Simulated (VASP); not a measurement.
# Al in VASP: notebook

Runs on Al. Level: PBEsol. Tasks: single point.

Everything below comes from runs of VASP 6.6.1. Logs are shortened: lines on timing, memory, paths and dates and some standing lists are left out, and cuts for length are marked.

**1. The cell of the first run**

The cell holds a slab with vacuum, 12 atoms: a = 2.839 Å, b = 8.031 Å, c = 22.099 Å, α = 90.00°, β = 90.00°, γ = 90.00°.

**2. Single point, PBEsol**

The input, INCAR:

```
ALGO = Normal
DIPOL = 0.5 0.5 0.500
EDIFF = 1E-7
ENCUT = 520
GGA = PS
IDIPOL = 3
ISIF = 2
ISMEAR = 0
LASPH = True
LCHARG = False
LDIPOL = True
LREAL = False
LWAVE = False
NBANDS = 30
NELM = 60
PREC = Accurate
SIGMA = 0.1
```

The input, KPOINTS:

```
k-points
0
Gamma
  12 5 1
```

The input, POSCAR:

```
Al
1.0
    2.8394270055      0.0000000000      0.0000000000
    0.0000000000      8.0311123612      0.0000000000
    0.0000000000      0.0000000000     22.0985675138
Al
12
Direct
    0.5000000000      0.2500000000      0.3393885145
    0.5000000000      0.7500000000      0.3393885145
    0.0000000000      0.5000000000      0.4036331087
    0.0000000000      0.0000000000      0.4036331087
    0.5000000000      0.7500000000      0.4688313085
    0.5000000000      0.2500000000      0.4688313085
    0.0000000000      0.0000000000      0.5310909615
    0.0000000000      0.5000000000      0.5310909615
    0.5000000000      0.2500000000      0.5983163158
    0.5000000000      0.7500000000      0.5983163158
    0.0000000000      0.5000000000      0.6577209251
    0.0000000000      0.0000000000      0.6577209251
```

Potentials or basis: VASP PAW PBE potentials, release 64 (Al).

Started as:

```console
$ cat potpaw_PBE.64/Al/POTCAR > POTCAR
$ mpirun -np 1 vasp_std > vasp.out
```

OUTCAR:

```text
EDIFF = 1E-7
   ENCUT = 520
   GGA = PS
   ISIF = 2
   ISMEAR = 0
   LASPH = True
   LREAL = False
   NELM = 60
   PREC = Accurate

 ion  position               nearest neighbor table
   1  0.500  0.250  0.339-   3 2.84   4 2.84   3 2.84   4 2.84   6 2.86
   2  0.500  0.750  0.339-   3 2.84   4 2.84   3 2.84   4 2.84   5 2.86
   3  0.000  0.500  0.404-   8 2.82   2 2.84   1 2.84   1 2.84   2 2.84   6 2.85   5 2.85   5 2.85
                             6 2.85
   4  0.000  0.000  0.404-   7 2.82   2 2.84   1 2.84   1 2.84   2 2.84   6 2.85   5 2.85   5 2.85
                             6 2.85
   5  0.500  0.750  0.469-   7 2.82   8 2.82   7 2.82   8 2.82   3 2.85   4 2.85   3 2.85   4 2.85
                             2 2.86  10 2.86
   6  0.500  0.250  0.469-   7 2.82   8 2.82   7 2.82   8 2.82   3 2.85   4 2.85   3 2.85   4 2.85
                             1 2.86   9 2.86
   7  0.000  0.000  0.531-  12 2.80   4 2.82   6 2.82   5 2.82   5 2.82   6 2.82  10 2.87   9 2.87
                             9 2.87  10 2.87
   8  0.000  0.500  0.531-  11 2.80   3 2.82   6 2.82   5 2.82   5 2.82   6 2.82  10 2.87   9 2.87
                             9 2.87  10 2.87
   9  0.500  0.250  0.598-  11 2.79  12 2.79  11 2.79  12 2.79   6 2.86   7 2.87   8 2.87   7 2.87
                             8 2.87
  10  0.500  0.750  0.598-  11 2.79  12 2.79  11 2.79  12 2.79   5 2.86   7 2.87   8 2.87   7 2.87
                             8 2.87
  11  0.000  0.500  0.658-   9 2.79  10 2.79   9 2.79  10 2.79   8 2.80
  12  0.000  0.000  0.658-   9 2.79  10 2.79   9 2.79  10 2.79   7 2.80

  LATTYP: Found a simple orthorhombic cell.
 ALAT       =     2.8394270055
 B/A-ratio  =     2.8284271248
 C/A-ratio  =     7.7827559825

  Lattice vectors:

 A1 = (   2.8394270055,   0.0000000000,   0.0000000000)
 A2 = (   0.0000000000,   8.0311123612,   0.0000000000)
 A3 = (   0.0000000000,   0.0000000000,  22.0985675138)

Analysis of symmetry for initial positions (statically):
=====================================================================
 Subroutine PRICEL returns following result:

  LATTYP: Found a simple orthorhombic cell.
 ALAT       =     2.8394270055
 B/A-ratio  =     1.4142135624
 C/A-ratio  =     7.7827559825

  Lattice vectors:

 A1 = (   2.8394270055,   0.0000000000,   0.0000000000)
 A2 = (   0.0000000000,   4.0155561806,   0.0000000000)
 A3 = (   0.0000000000,   0.0000000000,  22.0985675138)

   2 primitive cells build up your supercell.

 Routine SETGRP: Setting up the symmetry group for a
 simple orthorhombic supercell.

 Subroutine GETGRP returns: Found  4 space group operations
 (whereof  4 operations were pure point group operations)
 out of a pool of  8 trial point group operations.

The static configuration has the point symmetry C_2v.

Analysis of symmetry for dynamics (positions and initial velocities):
=====================================================================
 Subroutine PRICEL returns following result:

  LATTYP: Found a simple orthorhombic cell.
 ALAT       =     2.8394270055
 B/A-ratio  =     1.4142135624
 C/A-ratio  =     7.7827559825

  Lattice vectors:

 A1 = (   2.8394270055,   0.0000000000,   0.0000000000)
 A2 = (   0.0000000000,   4.0155561806,   0.0000000000)
 A3 = (   0.0000000000,   0.0000000000,  22.0985675138)

   2 primitive cells build up your supercell.

 Routine SETGRP: Setting up the symmetry group for a
 simple orthorhombic supercell.

 Subroutine GETGRP returns: Found  4 space group operations
 (whereof  4 operations were pure point group operations)
 out of a pool of  8 trial point group operations.

The dynamic configuration has the point symmetry C_2v.

 Subroutine INISYM returns: Found  4 space group operations
 (whereof  4 operations are pure point group operations),
 and found     2 'primitive' translations

----------------------------------------------------------------------------------------

                                     Primitive cell

  volume of cell :     251.9652

  direct lattice vectors                    reciprocal lattice vectors
     2.839427006  0.000000000  0.000000000     0.352183732  0.000000000  0.000000000
     0.000000000  4.015556181  0.000000000     0.000000000  0.249031505  0.000000000
     0.000000000  0.000000000 22.098567514     0.000000000  0.000000000  0.045251802

  length of vectors
     2.839427006  4.015556181 22.098567514     0.352183732  0.249031505  0.045251802

  position of ions in fractional coordinates (direct lattice)
     0.500000000  0.500000000  0.339388515
     0.000000000  1.000000000  0.403633109
     0.500000000  0.500000000  0.468831309
     0.000000000  0.000000000  0.531090961
     0.500000000  0.500000000  0.598316316
     0.000000000  1.000000000  0.657720925

  ion indices of the primitive-cell ions
   primitive index   ion index
                 1           1
                 2           3
                 3           6
                 4           7
                 5           9
                 6          11

----------------------------------------------------------------------------------------

 KPOINTS: k-points

Automatic generation of k-mesh.
 Grid dimensions read from file:
 generate k-points for:   12    5    1

 Generating k-lattice:

  Cartesian coordinates                     Fractional coordinates (reciprocal lattice)
     0.029348644  0.000000000  0.000000000     0.083333333  0.000000000  0.000000000
     0.000000000  0.024903151  0.000000000     0.000000000  0.200000000  0.000000000
     0.000000000  0.000000000  0.045251802     0.000000000  0.000000000  1.000000000

  Length of vectors
     0.029348644  0.024903151  0.045251802

  Shift w.r.t. Gamma in fractional coordinates (k-lattice)
     0.000000000  0.000000000  0.000000000

 Subroutine IBZKPT returns following result:
 ===========================================

 Found     21 irreducible k-points:

 Following reciprocal coordinates:
            Coordinates               Weight
  0.000000  0.000000  0.000000      1.000000
  0.083333  0.000000  0.000000      2.000000
  0.166667  0.000000  0.000000      2.000000
  0.250000  0.000000  0.000000      2.000000
  0.333333  0.000000  0.000000      2.000000
  0.416667  0.000000  0.000000      2.000000
[... 13 lines left out ...]
  0.416667  0.400000  0.000000      4.000000
  0.500000  0.400000  0.000000      2.000000
   k-points           NKPTS =     21   k-points in BZ     NKDIM =     21   number of bands    NBANDS=     30
   number of dos      NEDOS =    301   number of ions     NIONS =     12
   total plane-waves  NPLWV = 241920
   dimension x,y,z NGX =    24 NGY =   60 NGZ =  168
   dimension x,y,z NGXF=    48 NGYF=  120 NGZF=  336
   ions per type =              12
   NGX,Y,Z   is equivalent  to a cutoff of  14.05, 12.42, 12.64 a.u.
   NGXF,Y,Z  is equivalent  to a cutoff of  28.10, 24.84, 25.28 a.u.
 SYSTEM =  unknown system
   PREC   = accura    normal or accurate (medium, high low for compatibility)
   ISTART =      0    job   : 0-new  1-cont  2-samecut
   ICHARG =      2    charge: 1-file 2-atom 10-const
   ISPIN  =      1    spin polarized calculation?
   LNONCOLLINEAR =      F non collinear calculations
   LSORBIT =      F    spin-orbit coupling
   LASPH  =      T    aspherical Exc in radial PAW
   ENCUT  =  520.0 eV  38.22 Ry    6.18 a.u.   5.28 14.93 41.09*2*pi/ulx,y,z
   NELM   =     60;   NELMIN=  2; NELMDL= -5     # of ELM steps
   EDIFF  = 0.1E-06   stopping-criterion for ELM
   LREAL  =      F    real-space projection
   EDIFFG = 0.1E-05   stopping-criterion for IOM
   NSW    =      0    number of steps for IOM
   IBRION =     -1    ionic relax: 0-MD 1-quasi-New 2-CG
   NFREE  =      0    steps in history (QN), initial steepest desc. (CG)
   ISIF   =      2    stress and relaxation
   ISYM   =      2    0-nonsym 1-usesym 2-fastsym
   POTIM  = 0.5000    time-step for ionic-motion
   TEBEG  =    0.0;   TEEND  =   0.0 temperature during run
   PSTRESS=    0.0 pullay stress
   NELECT =      36.0000    total number of electrons
   NUPDOWN=      -1.0000    fix difference up-down
   EMIN   =  10.00;   EMAX   =-10.00  energy-range for DOS
   EFERMI =   0.00;   METHOD = LEGACY
   ISMEAR =     0;   SIGMA  =   0.10  broadening in eV -4-tet -1-fermi 0-gaus
   EFERMI_NEDOS =   21; number of points for ismear=-14 and -15
   IALGO  =     38    algorithm
   IMIX   =      4    mixing-type and parameters
     AMIX     =   0.40;   BMIX     =  1.00
     AMIX_MAG =   1.60;   BMIX_MAG =  1.00
  volume/ion in A,a.u.               =      41.99       283.39
  Fermi-wavevector in a.u.,A,eV,Ry     =   0.679285  1.283663  6.278114  0.461428
  Thomas-Fermi vector in A             =   1.757438
   LORBIT       =      0    0 simple, 1 ext, 2 COOP (PROOUT), +10 PAW based schemes
   GGA     = PS    functional components
   LHFCALC =     F    Hartree Fock is set to
   AEXX    =    0.0000 exact exchange contribution
   IVDW    =     0    specifies the selected vdW correction
   LEPSILON=     F    determine dielectric tensor
   LRPA    =     F    only Hartree local field effects (RPA)
 non-spin polarized calculation
 Gauss-broadening in eV      SIGMA  =   0.10
  energy-cutoff  :      520.00
  volume of cell :      503.93
 maximum number of plane-waves:     13622
 NGX is ok and might be reduce to    24
   NGX = 11   NGY = 29   NGZ = 83

 dipolmoment           0.000000      0.000000      0.000029 electrons x Angstroem

 number of electron      36.0000000 magnetization

 dipolmoment           0.000000      0.000000     -0.000562 electrons x Angstroem

 Free energy of the ion-electron system (eV)
  ---------------------------------------------------
  ext. energy  EPLUGINS =         0.00000000
  ---------------------------------------------------
  free energy    TOTEN  =       -45.72074972 eV

  energy without entropy =      -45.69699900  energy(sigma->0) =      -45.70887436

 E-fermi :   0.7964     XC(G=0):  -4.9102

 val. band max:        0.7953093138   @ k =   0.5000   0.2000   0.0000
 cond. band min:       0.8068767436   @ k =   0.2500   0.0000   0.0000
 fundamental gap:      0.0115674298
 Fermi energy:         0.7963718719

 k-point     1 :       0.0000    0.0000    0.0000
  band No.  band energies     occupation
      1     -10.1098      2.00000
      2      -8.8322      2.00000
      3      -7.8778      2.00000
      4      -7.8208      2.00000
      5      -6.8633      2.00000
      6      -6.6280      2.00000
[... 22 lines left out ...]
     29       5.4387      0.00000
     30       5.4601      0.00000

 k-point     2 :       0.0833    0.0000    0.0000
  band No.  band energies     occupation
      1      -9.9827      2.00000
      2      -8.7059      2.00000
      3      -7.7528      2.00000
      4      -7.6958      2.00000
      5      -6.7382      2.00000
      6      -6.5039      2.00000
[... 22 lines left out ...]
     29       5.0452      0.00000
     30       5.5049      0.00000

 k-point     3 :       0.1667    0.0000    0.0000
  band No.  band energies     occupation
      1      -9.6021      2.00000
      2      -8.3278      2.00000
      3      -7.3785      2.00000
      4      -7.3214      2.00000
      5      -6.3638      2.00000
      6      -6.1322      2.00000
[... 583 lines left out ...]
     29       3.3166      0.00000
     30       3.8088      0.00000

 k-point    21 :       0.5000    0.4000    0.0000
  band No.  band energies     occupation
      1      -5.2724      2.00000
      2      -5.2444      2.00000
      3      -4.8325      2.00000
      4      -4.8057      2.00000
      5      -4.0459      2.00000
      6      -4.0166      2.00000
[... 22 lines left out ...]
     29       2.9922      0.00000
     30       3.0095      0.00000

------------------------ aborting loop because EDIFF is reached ----------------------------------------

 vacuum level on the upper side and lower side of the slab       (xc-potential included)        -0.074        -0.081

  FORCE on cell =-STRESS in cart. coord.  units (eV):
  Direction    XX          YY          ZZ          XY          YZ          ZX
  --------------------------------------------------------------------------------------
  -------------------------------------------------------------------------------------
  Total       -3.6571598     -3.1422783     -0.6292928      0.0000000      0.0000000      0.0000000
  in kB      -11.6274368     -9.9904419     -2.0007499      0.0000000      0.0000000      0.0000000
  external PRESSURE =      -7.8728762 kB  Pullay stress =       0.0000000 kB

 VOLUME and BASIS-vectors are now :
 -----------------------------------------------------------------------------
  energy-cutoff  :      520.00
  volume of cell :      503.93
      direct lattice vectors                 reciprocal lattice vectors
     2.839427006  0.000000000  0.000000000     0.352183732  0.000000000  0.000000000
     0.000000000  8.031112361  0.000000000     0.000000000  0.124515753  0.000000000
     0.000000000  0.000000000 22.098567514     0.000000000  0.000000000  0.045251802

 POSITION                                       TOTAL-FORCE (eV/Angst)
 -----------------------------------------------------------------------------------
      1.41971      2.00778      7.50000        -0.000000      0.000000      0.218837
      1.41971      6.02333      7.50000        -0.000000      0.000000      0.218837
      0.00000      4.01556      8.91971        -0.000000      0.000000     -0.223643
      0.00000      0.00000      8.91971        -0.000000      0.000000     -0.223643
      1.41971      6.02333     10.36050        -0.000000      0.000000     -0.004534
      1.41971      2.00778     10.36050        -0.000000      0.000000     -0.004534
      0.00000      0.00000     11.73635        -0.000000      0.000000      0.019715
      0.00000      4.01556     11.73635        -0.000000      0.000000      0.019715
      1.41971      2.00778     13.22193         0.000000     -0.000000     -0.007919
      1.41971      6.02333     13.22193         0.000000      0.000000     -0.007919
      0.00000      4.01556     14.53469        -0.000000     -0.000000     -0.002456
      0.00000      0.00000     14.53469        -0.000000     -0.000000     -0.002456
 -----------------------------------------------------------------------------------
    total drift:                               -0.000000     -0.000000     -0.000012

  FREE ENERGIE OF THE ION-ELECTRON SYSTEM (eV)
  ---------------------------------------------------
  free  energy   TOTEN  =       -45.7207497157 eV

  energy  without entropy=      -45.6969989975  energy(sigma->0) =      -45.70887436

 vacuum level on the upper side and lower side of the slab         4.713         4.704
```

Run time: 13 min. Hardware: 1 thread of Intel Xeon Platinum 8488C (Sapphire Rapids), shared host; peak memory 0.63 GiB.

What came out:

* Free energy: -45.7207 eV
* Largest force: 0.224 eV/Å
* Band gap on the k mesh: zero (bands 18 and 19 overlap by 1.05 eV)

Forces in eV/Å, atoms in the order of the input:
```
Al   0.000  0.000  0.219
Al   0.000  0.000  0.219
Al   0.000  0.000 -0.224
Al   0.000  0.000 -0.224
Al   0.000  0.000 -0.005
Al   0.000  0.000 -0.005
Al   0.000  0.000  0.020
Al   0.000  0.000  0.020
Al   0.000  0.000 -0.008
Al   0.000  0.000 -0.008
Al   0.000  0.000 -0.002
Al   0.000  0.000 -0.002
```

Levels at points of the mesh, in eV from the Fermi level:
```tsv
k point	band 15	band 16	band 17	band 18	band 19	band 20	band 21	band 22
(0.00, 0.00, 0.00)	-1.46	-1.22	-0.32	-0.31	-0.28	0.09	0.40	2.22
(0.50, 0.00, 0.00)	-1.49	-1.46	-0.71	-0.68	-0.56	-0.49	1.30	1.35
```

Caveat: the PAW data sets were made with another functional, which shifts forces and pressure a little.

**3. Single point, PBEsol**

The input, INCAR:

```
  PREC = Accurate
  ENCUT = 520
  EDIFF = 1E-6
  ISMEAR = 0
  SIGMA = 0.1
  LREAL = False
  LASPH = True
  NELM = 100
  ALGO = Normal
  ISIF = 2
  LWAVE = False
  LCHARG = False
  LDIPOL = True
  IDIPOL = 3
  DIPOL = 0.5 0.5 0.500
  GGA = PS
  NBANDS = 30
```

The input, KPOINTS:

```
Automatic mesh
0
Gamma
  12 5 1
```

The input, POSCAR:

```
Al
1.0
    2.8394270055      0.0000000000      0.0000000000
    0.0000000000      8.0311123612      0.0000000000
    0.0000000000      0.0000000000     22.0985675138
Al
12
Direct
    0.5000000000      0.2500000000      0.3393885145
    0.5000000000      0.7500000000      0.3393885145
    0.0000000000      0.5000000000      0.4036331087
    0.0000000000      0.0000000000      0.4036331087
    0.4993429380      0.7499992339      0.4687882303
    0.4992867229      0.2499776506      0.4687504813
   -0.0013142906     -0.0001367520      0.5311339922
   -0.0010885462      0.5001498405      0.5311342911
    0.4982314882      0.2500746224      0.5980078667
    0.4984834114      0.7500702983      0.5982801069
   -0.0017670113      0.4997481443      0.6575618996
   -0.0017914106      0.0004396557      0.6575806524
```

Potentials or basis: VASP PAW PBE potentials, release 64 (Al).

Started as:

```console
$ cat potpaw_PBE.64/Al/POTCAR > POTCAR
$ mpirun -np 1 vasp_std > vasp.out
```

Wall time 17 min (1 thread of Intel Xeon Platinum 8488C (Sapphire Rapids), shared host); peak memory 0.67 GiB.

The run converged. Its results:

| Item | Value |
| --- | --- |
| Free energy | -45.7208 eV |
| Largest force | 0.223 eV/Å |
| Band gap on the k mesh | zero (bands 18 and 19 overlap by 1.06 eV) |

Forces in eV/Å, atoms in the order of the input:
```
Al   0.000  0.000  0.215
Al   0.000  0.000  0.217
Al  -0.002  0.001 -0.223
Al  -0.002 -0.001 -0.223
Al   0.000  0.000 -0.001
Al   0.000  0.001  0.000
Al   0.001  0.001  0.001
Al   0.000  0.000  0.000
Al   0.001 -0.001  0.002
Al   0.000  0.000 -0.001
Al   0.001  0.001  0.007
Al   0.001 -0.002  0.005
```

Levels at points of the mesh, in eV from the Fermi level:
| k point | band 15 | band 16 | band 17 | band 18 | band 19 | band 20 | band 21 | band 22 |
| --- | --- | --- | --- | --- | --- | --- | --- | --- |
| (0.00, 0.00, 0.00) | -1.47 | -1.22 | -0.32 | -0.31 | -0.28 | 0.09 | 0.40 | 2.22 |
| (0.50, 0.00, 0.00) | -1.49 | -1.46 | -0.71 | -0.68 | -0.55 | -0.49 | 1.30 | 1.35 |

Caveat: the PAW data sets were made with another functional, which shifts forces and pressure a little.
